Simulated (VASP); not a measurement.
# AlGa7As8 (P1) in VASP: single point with PBE

Aim: the single point of AlGa7As8 with PBE.

Everything below comes from runs of VASP 6.6.1. Logs are shortened: lines on timing, memory, paths and dates and some standing lists are left out, and cuts for length are marked.

**1. The cell of the first run**

The typed cell holds 64 atoms: a = 11.322 Å, b = 11.322 Å, c = 11.322 Å, α = 90.00°, β = 90.00°, γ = 90.00°.

**2. Single point, PBE**

The input, INCAR:

```
SYSTEM = AlGa7As8
PREC = Accurate
ENCUT = 520
EDIFF = 1E-6
ISMEAR = -1
SIGMA = 0.05
LREAL = Auto
LASPH = .TRUE.
NELM = 100
ALGO = Normal
ISIF = 2
LWAVE = .FALSE.
LCHARG = .FALSE.
GGA = PE
NBANDS = 306
```

The input, KPOINTS:

```
regular mesh
0
G
  1 1 1
  0 0 0
```

The input, POSCAR:

```
AlGa7As8
1.0
   11.3221490000      0.0000000000      0.0000000000
    0.0000000000     11.3221490000      0.0000000000
    0.0000000000      0.0000000000     11.3221490000
Al Ga As
4 28 32
Direct
    0.0000300000      0.9998090000      0.9990890000
    0.2500490000      0.0000060000      0.7492080000
    0.7492690000      0.4999300000      0.2495040000
    0.0001300000      0.7496480000      0.7495840000
    0.9996970000      0.0006990000      0.4995310000
    0.0001950000      0.5000680000      0.9999780000
    0.0003580000      0.5003860000      0.4995510000
    0.5000520000      0.0004970000      0.0000880000
    0.5002860000      0.0002670000      0.4995360000
    0.4998990000      0.5004700000      0.9996980000
    0.5000150000      0.5003840000      0.5003310000
    0.2502740000      0.2504570000      0.0002470000
    0.2499990000      0.2504600000      0.4997900000
    0.2505880000      0.7498700000      0.0003010000
    0.2507200000      0.7501500000      0.4995500000
    0.7502740000      0.2503240000      0.9997940000
    0.7502330000      0.2501720000      0.5001750000
    0.7499410000      0.7504490000      0.0000420000
    0.7504120000      0.7506280000      0.4999030000
    0.2497590000      0.0003630000      0.2498160000
    0.2500700000      0.5001260000      0.2497010000
    0.2500020000      0.5000780000      0.7497340000
    0.7499790000      0.0002040000      0.2498380000
    0.7496730000      0.0007370000      0.7495750000
    0.7499060000      0.5000780000      0.7502640000
    0.0004600000      0.2500980000      0.2498690000
    0.9998290000      0.2508170000      0.7497530000
    0.0000800000      0.7503630000      0.2503220000
    0.4999810000      0.2500160000      0.2502950000
    0.5000440000      0.2502340000      0.7503470000
    0.4998950000      0.7504250000      0.2498800000
    0.5004130000      0.7501210000      0.7500080000
    0.1247050000      0.1249900000      0.1245240000
    0.1246740000      0.1257020000      0.6246500000
    0.1249880000      0.6252410000      0.1250290000
    0.1255340000      0.6250010000      0.6243200000
    0.6250650000      0.1253360000      0.1249040000
    0.6247060000      0.1253560000      0.6247900000
    0.6246730000      0.6257310000      0.1245600000
    0.6253870000      0.6252810000      0.6249740000
    0.3751960000      0.3752250000      0.1249370000
    0.3751240000      0.3750990000      0.6250480000
    0.3749520000      0.8753840000      0.1250370000
    0.3757900000      0.8750870000      0.6245810000
    0.8753590000      0.3750380000      0.1249800000
    0.8751000000      0.3756980000      0.6247260000
    0.8751160000      0.8752470000      0.1250930000
    0.8750850000      0.8757100000      0.6249620000
    0.3746920000      0.1249310000      0.3747500000
    0.3747510000      0.1250890000      0.8748100000
    0.3751380000      0.6249200000      0.3745610000
    0.3750020000      0.6250080000      0.8746180000
    0.8747950000      0.1253110000      0.3745430000
    0.8748350000      0.1255660000      0.8745100000
    0.8747650000      0.6249480000      0.3745770000
    0.8748630000      0.6250540000      0.8751180000
    0.1250180000      0.3752240000      0.3746390000
    0.1251290000      0.3752340000      0.8748990000
    0.1250370000      0.8753340000      0.3750070000
    0.1256250000      0.8746370000      0.8747000000
    0.6248380000      0.3750010000      0.3755000000
    0.6248900000      0.3751630000      0.8749730000
    0.6250750000      0.8752030000      0.3747270000
    0.6250970000      0.8755140000      0.8748920000
```

Potentials or basis: VASP PAW PBE potentials, release 64 (Al, Ga_d, As).

Run with:

```console
> cat potpaw_PBE.64/Al/POTCAR potpaw_PBE.64/Ga_d/POTCAR potpaw_PBE.64/As/POTCAR > POTCAR
> mpirun -np 1 vasp_gam > vasp.out
```

OUTCAR:

```text
SYSTEM = AlGa7As8
   PREC = Accurate
   ENCUT = 520
   EDIFF = 1E-6
   ISMEAR = -1
   LREAL = Auto
   LASPH = .TRUE.
   NELM = 100
   ISIF = 2
   GGA = PE

 ion  position               nearest neighbor table
   1  0.000  1.000  0.999-  60 2.45  33 2.45  47 2.45  54 2.45
   2  0.250  0.000  0.749-  60 2.45  44 2.45  50 2.45  34 2.46
   3  0.749  0.500  0.250-  39 2.45  61 2.45  45 2.45  55 2.46
   4  0.000  0.750  0.750-  36 2.45  56 2.45  60 2.46  48 2.46
   5  1.000  0.001  0.500-  53 2.45  48 2.45  34 2.45  59 2.45
   6  0.000  0.500  1.000-  58 2.45  45 2.45  35 2.45  56 2.45
[... 56 lines left out ...]
  63  0.625  0.875  0.375-   9 2.45  23 2.45  31 2.45  19 2.45
  64  0.625  0.876  0.875-  32 2.45  18 2.45  24 2.45   8 2.45

  LATTYP: Found a simple cubic cell.
 ALAT       =    11.3221490000

  Lattice vectors:

 A1 = (  11.3221490000,   0.0000000000,   0.0000000000)
 A2 = (   0.0000000000,  11.3221490000,   0.0000000000)
 A3 = (   0.0000000000,   0.0000000000,  11.3221490000)

Analysis of symmetry for initial positions (statically):
=====================================================================
 Subroutine PRICEL returns:
 Original cell was already a primitive cell.

 Routine SETGRP: Setting up the symmetry group for a
 simple cubic supercell.

 Subroutine GETGRP returns: Found  1 space group operations
 (whereof  1 operations were pure point group operations)
 out of a pool of 48 trial point group operations.

The static configuration has the point symmetry C_1 .

Analysis of symmetry for dynamics (positions and initial velocities):
=====================================================================
 Subroutine PRICEL returns:
 Original cell was already a primitive cell.

 Routine SETGRP: Setting up the symmetry group for a
 simple cubic supercell.

 Subroutine GETGRP returns: Found  1 space group operations
 (whereof  1 operations were pure point group operations)
 out of a pool of 48 trial point group operations.

The dynamic configuration has the point symmetry C_1 .

 Subroutine INISYM returns: Found  1 space group operations
 (whereof  1 operations are pure point group operations),
 and found     1 'primitive' translations

----------------------------------------------------------------------------------------

                                     Primitive cell

  volume of cell :    1451.3983

  direct lattice vectors                    reciprocal lattice vectors
    11.322149000  0.000000000  0.000000000     0.088322455  0.000000000  0.000000000
     0.000000000 11.322149000  0.000000000     0.000000000  0.088322455  0.000000000
     0.000000000  0.000000000 11.322149000     0.000000000  0.000000000  0.088322455

  length of vectors
    11.322149000 11.322149000 11.322149000     0.088322455  0.088322455  0.088322455

  position of ions in fractional coordinates (direct lattice)
     0.000030000  0.999809000  0.999089000
     0.250049000  0.000006000  0.749208000
     0.749269000  0.499930000  0.249504000
     0.000130000  0.749648000  0.749584000
     0.999697000  0.000699000  0.499531000
     0.000195000  0.500068000  0.999978000
[... 56 lines left out ...]
     0.625075000  0.875203000  0.374727000
     0.625097000  0.875514000  0.874892000

  ion indices of the primitive-cell ions
   primitive index   ion index
                 1           1
                 2           2
                 3           3
                 4           4
                 5           5
                 6           6
[... 56 lines left out ...]
                63          63
                64          64

----------------------------------------------------------------------------------------

 KPOINTS: regular mesh

Automatic generation of k-mesh.
 Grid dimensions read from file:
 generate k-points for:    1    1    1

 Generating k-lattice:

  Cartesian coordinates                     Fractional coordinates (reciprocal lattice)
     0.088322455  0.000000000  0.000000000     1.000000000  0.000000000  0.000000000
     0.000000000  0.088322455  0.000000000     0.000000000  1.000000000  0.000000000
     0.000000000  0.000000000  0.088322455     0.000000000  0.000000000  1.000000000

  Length of vectors
     0.088322455  0.088322455  0.088322455

  Shift w.r.t. Gamma in fractional coordinates (k-lattice)
     0.000000000  0.000000000  0.000000000

 Subroutine IBZKPT returns following result:
 ===========================================

 Found      1 irreducible k-points:

 Following reciprocal coordinates:
            Coordinates               Weight
  0.000000  0.000000  0.000000      1.000000
   k-points           NKPTS =      1   k-points in BZ     NKDIM =      1   number of bands    NBANDS=    306
   number of dos      NEDOS =    301   number of ions     NIONS =     64
   total plane-waves  NPLWV = 592704
   dimension x,y,z NGX =    84 NGY =   84 NGZ =   84
   dimension x,y,z NGXF=   168 NGYF=  168 NGZF=  168
   ions per type =               4  28  32
   NGX,Y,Z   is equivalent  to a cutoff of  12.33, 12.33, 12.33 a.u.
   NGXF,Y,Z  is equivalent  to a cutoff of  24.67, 24.67, 24.67 a.u.
 SYSTEM =  AlGa7As8
   PREC   = accura    normal or accurate (medium, high low for compatibility)
   ISTART =      0    job   : 0-new  1-cont  2-samecut
   ICHARG =      2    charge: 1-file 2-atom 10-const
   ISPIN  =      1    spin polarized calculation?
   LNONCOLLINEAR =      F non collinear calculations
   LSORBIT =      F    spin-orbit coupling
   LASPH  =      T    aspherical Exc in radial PAW
   ENCUT  =  520.0 eV  38.22 Ry    6.18 a.u.  21.05 21.05 21.05*2*pi/ulx,y,z
   NELM   =    100;   NELMIN=  2; NELMDL= -5     # of ELM steps
   EDIFF  = 0.1E-05   stopping-criterion for ELM
   LREAL  =      T    real-space projection
   EDIFFG = 0.1E-04   stopping-criterion for IOM
   NSW    =      0    number of steps for IOM
   IBRION =     -1    ionic relax: 0-MD 1-quasi-New 2-CG
   NFREE  =      0    steps in history (QN), initial steepest desc. (CG)
   ISIF   =      2    stress and relaxation
   ISYM   =      2    0-nonsym 1-usesym 2-fastsym
   POTIM  = 0.5000    time-step for ionic-motion
   TEBEG  =    0.0;   TEEND  =   0.0 temperature during run
   PSTRESS=    0.0 pullay stress
   NELECT =     536.0000    total number of electrons
   NUPDOWN=      -1.0000    fix difference up-down
   EMIN   =  10.00;   EMAX   =-10.00  energy-range for DOS
   EFERMI =   0.00;   METHOD = LEGACY
   ISMEAR =    -1;   SIGMA  =   0.05  broadening in eV -4-tet -1-fermi 0-gaus
   EFERMI_NEDOS =   21; number of points for ismear=-14 and -15
   IALGO  =     38    algorithm
   IMIX   =      4    mixing-type and parameters
     AMIX     =   0.40;   BMIX     =  1.00
     AMIX_MAG =   1.60;   BMIX_MAG =  1.00
  volume/ion in A,a.u.               =      22.68       153.04
  Fermi-wavevector in a.u.,A,eV,Ry     =   1.174539  2.219557 18.769817  1.379543
  Thomas-Fermi vector in A             =   2.310935
   LORBIT       =      0    0 simple, 1 ext, 2 COOP (PROOUT), +10 PAW based schemes
   GGA     = PE    functional components
   LHFCALC =     F    Hartree Fock is set to
   AEXX    =    0.0000 exact exchange contribution
   IVDW    =     0    specifies the selected vdW correction
   LEPSILON=     F    determine dielectric tensor
   LRPA    =     F    only Hartree local field effects (RPA)
 non-spin polarized calculation
  energy-cutoff  :      520.00
  volume of cell :     1451.40
 maximum number of plane-waves:     19564
   NGX = 43   NGY = 43   NGZ = 43

 number of electron     536.0000510 magnetization

 Free energy of the ion-electron system (eV)
  ---------------------------------------------------
  ext. energy  EPLUGINS =         0.00000000
  ---------------------------------------------------
  free energy    TOTEN  =      -262.61110228 eV

  energy without entropy =     -262.60730248  energy(sigma->0) =     -262.60920238

 E-fermi :   4.2992     XC(G=0):  -9.4764

 val. band max:        3.9467263882   @ k =   0.0000   0.0000   0.0000
 cond. band min:       4.5982948598   @ k =   0.0000   0.0000   0.0000
 fundamental gap:      0.6515684716
 Fermi energy:         4.2991864096

 k-point     1 :       0.0000    0.0000    0.0000
  band No.  band energies     occupation
      1     -10.9655      2.00000
      2     -10.9639      2.00000
      3     -10.9628      2.00000
      4     -10.9572      2.00000
      5     -10.9569      2.00000
      6     -10.9506      2.00000
[... 272 lines left out ...]
    279       5.6980      0.00000
    280       5.9183      0.00000
 [bands above 280 left out]

------------------------ aborting loop because EDIFF is reached ----------------------------------------

  FORCE on cell =-STRESS in cart. coord.  units (eV):
  Direction    XX          YY          ZZ          XY          YZ          ZX
  --------------------------------------------------------------------------------------
  -------------------------------------------------------------------------------------
  Total       30.6409565     30.6135854     30.6443463      0.0990097      0.1245916      0.1209957
  in kB       33.8241042     33.7938896     33.8278461      0.1092954      0.1375348      0.1335654
  external PRESSURE =      33.8152800 kB  Pullay stress =       0.0000000 kB

 VOLUME and BASIS-vectors are now :
 -----------------------------------------------------------------------------
  energy-cutoff  :      520.00
  volume of cell :     1451.40
      direct lattice vectors                 reciprocal lattice vectors
    11.322149000  0.000000000  0.000000000     0.088322455  0.000000000  0.000000000
     0.000000000 11.322149000  0.000000000     0.000000000  0.088322455  0.000000000
     0.000000000  0.000000000 11.322149000     0.000000000  0.000000000  0.088322455

 POSITION                                       TOTAL-FORCE (eV/Angst)
 -----------------------------------------------------------------------------------
      0.00034     11.31999     11.31183        -0.001756      0.003491      0.008351
      2.83109      0.00007      8.48264        -0.002169      0.004902      0.008007
      8.48334      5.66028      2.82492         0.017795      0.008145      0.006281
      0.00147      8.48763      8.48690         0.011095      0.022320      0.008286
     11.31872      0.00791      5.65576         0.007520     -0.005003      0.003726
      0.00221      5.66184     11.32190        -0.011068      0.005857     -0.005311
[... 56 lines left out ...]
      7.07719      9.90918      4.24271         0.005900      0.007411      0.005893
      7.07744      9.91270      9.90566         0.008453     -0.004881      0.006860
 -----------------------------------------------------------------------------------
    total drift:                               -0.010160     -0.142338      0.058995

  FREE ENERGIE OF THE ION-ELECTRON SYSTEM (eV)
  ---------------------------------------------------
  free  energy   TOTEN  =      -262.6111022784 eV

  energy  without entropy=     -262.6073024844  energy(sigma->0) =     -262.60920238
```

It took 9.7 min on 1 thread of AMD EPYC 9R14 (Zen 4), shared host; peak memory 1.1 GiB.

Results:

```
Free energy            : -262.6111 eV
Pressure               : 3.4 GPa
Largest force          : 0.119 eV/Å
Band gap on the k mesh : 0.65 eV
```

Forces in eV/Å, atoms in the order of the input:
```
Al  -0.002  0.003  0.008
Al  -0.002  0.005  0.008
Al   0.018  0.008  0.006
Al   0.011  0.022  0.008
Ga   0.008 -0.005  0.004
Ga  -0.011  0.006 -0.005
Ga  -0.017 -0.002 -0.008
Ga  -0.009 -0.007 -0.017
Ga  -0.005 -0.002 -0.007
Ga   0.002 -0.012  0.005
Ga  -0.006 -0.007 -0.010
Ga  -0.013 -0.021 -0.015
Ga   0.002 -0.004 -0.009
Ga  -0.012 -0.003 -0.013
Ga  -0.010  0.005 -0.006
Ga  -0.016  0.004  0.007
Ga  -0.008 -0.003 -0.001
Ga   0.006  0.002 -0.011
Ga  -0.008 -0.012 -0.007
Ga  -0.010 -0.006 -0.012
Ga  -0.007 -0.005  0.000
Ga   0.003 -0.007 -0.008
Ga  -0.014 -0.007 -0.007
Ga   0.000 -0.008  0.001
Ga   0.001  0.001 -0.017
Ga  -0.019 -0.010 -0.007
Ga  -0.005 -0.005 -0.010
Ga  -0.011 -0.018 -0.013
Ga  -0.006  0.007 -0.011
Ga  -0.011 -0.009 -0.020
Ga  -0.003 -0.002 -0.001
Ga  -0.003 -0.001 -0.006
As  -0.021 -0.036 -0.027
As   0.059 -0.069  0.055
As   0.009  0.002  0.004
As  -0.065  0.056  0.061
As   0.012 -0.004  0.010
As   0.016 -0.002  0.013
As   0.040 -0.073  0.052
As  -0.002  0.003  0.009
As   0.012  0.013  0.007
As  -0.003  0.009  0.015
As   0.012 -0.001  0.012
As  -0.068  0.061  0.049
As  -0.070  0.057  0.052
As   0.007  0.005  0.014
As   0.051  0.055 -0.068
As   0.050 -0.064  0.058
As   0.016  0.009  0.019
As  -0.033 -0.040 -0.043
As   0.005  0.016  0.013
As  -0.001  0.008  0.012
As   0.017  0.007  0.007
As   0.056 -0.078  0.042
As  -0.032 -0.034 -0.023
As   0.058  0.052 -0.062
As   0.008  0.004  0.011
As   0.007  0.009  0.008
As   0.013  0.000  0.008
As  -0.076  0.054 -0.068
As   0.052  0.061 -0.088
As   0.013  0.010  0.008
As   0.006  0.007  0.006
As   0.008 -0.005  0.007
```

Caveat: the k points lie up to 0.55 Å⁻¹ apart. A k mesh can miss the band edges.
